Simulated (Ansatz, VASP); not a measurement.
**Two plane-wave programs on ZrTiN**

```
CELL_PARAMETERS angstrom
0.00000 -3.25226 0.00000
-6.50451 0.00000 0.00000
0.00000 0.00000 -8.05300
ATOMIC_POSITIONS crystal
Zr 0.50000 0.00000 0.36437
Zr 0.50000 0.50000 0.36437
Zr 0.00000 0.75000 0.63563
Zr 0.00000 0.25000 0.63563
Ti 0.50000 0.00000 0.90169
Ti 0.50000 0.50000 0.90169
Ti 0.00000 0.75000 0.09831
Ti 0.00000 0.25000 0.09831
N 0.50000 0.00000 0.64597
N 0.50000 0.50000 0.64597
N 0.00000 0.75000 0.35403
N 0.00000 0.25000 0.35403
```

Alike in both runs: task single point; functional PBE; k mesh 6 × 4 × 4; occupations gaussian, width 0.2 eV; no spin polarisation.

|  | VASP | Ansatz |
| --- | --- | --- |
| version | VASP 6.6.1 | Ansatz 0.2.0 |
| potentials or method | VASP PAW PBE potentials, release 64 (Zr_sv, Ti_sv, N), cutoff 520 eV | scalar-relativistic, plane waves, PAW |
| valence electrons in the cell | 116 | 116 |

Ansatz gave:

* gap on the k mesh at the Fermi level (eV): none
* pressure (GPa): 0.0
* traceless stress, the component that is largest in VASP (GPa): -0.22
* rms of the force components (eV/Å): 0.019

Problem. What did VASP give for the same quantities?

Solution. gap on the k mesh at the Fermi level (eV): none; pressure (GPa): 0.1; traceless stress, the component that is largest in VASP (GPa): -0.15; rms of the force components (eV/Å): 0.031.

Atom by atom the forces differ by 0.013 eV/Å (rms over components). A gap of «none» marks a metal or a gap that the smearing closes.
